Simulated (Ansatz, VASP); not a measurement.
One calculation of TiAl, two programs

```
Ti Al
1.0
     0.00000   -3.15608    0.00000
     0.00000    0.00000   -3.15608
     9.46823   -0.52601   -1.05203
Ti Al
3 3
Direct
  0.87500 0.75000 0.75000
  0.98611 0.97222 0.08333
  0.93056 0.86111 0.41667
  0.34722 0.19444 0.91667
  0.45833 0.41667 0.25000
  0.40278 0.30556 0.58333
```

Alike in both runs: task single point; functional PBEsol; k mesh 14 × 14 × 5; occupations gaussian, width 0.15 eV; no spin polarisation.

|  | VASP | Ansatz |
| --- | --- | --- |
| version | VASP 6.6.1 | Ansatz 0.2.0 |
| potentials or method | VASP PAW PBE potentials, release 64 (Ti_sv, Al), cutoff 520 eV | scalar-relativistic, plane waves, PAW |
| valence electrons in the cell | 45 | 45 |

VASP gave:

| Quantity | Value |
| --- | --- |
| gap on the k mesh at the Fermi level (eV) | none |
| pressure (GPa) | 8.6 |
| traceless stress, the component that is largest in VASP (GPa) | 13.77 |
| rms of the force components (eV/Å) | 2.940 |

Q: Which values does Ansatz return?

A: gap on the k mesh at the Fermi level (eV): none; pressure (GPa): 8.4; traceless stress, the component that is largest in VASP (GPa): 13.77; rms of the force components (eV/Å): 2.938.

VASP's potentials were made for PBE, not for PBEsol, and Ansatz warns of the same on its side. Atom by atom the forces differ by 0.003 eV/Å (rms over components). A gap of «none» marks a metal or a gap that the smearing closes. With one functional, cell and mesh, what is left measures potentials, basis and numerics.
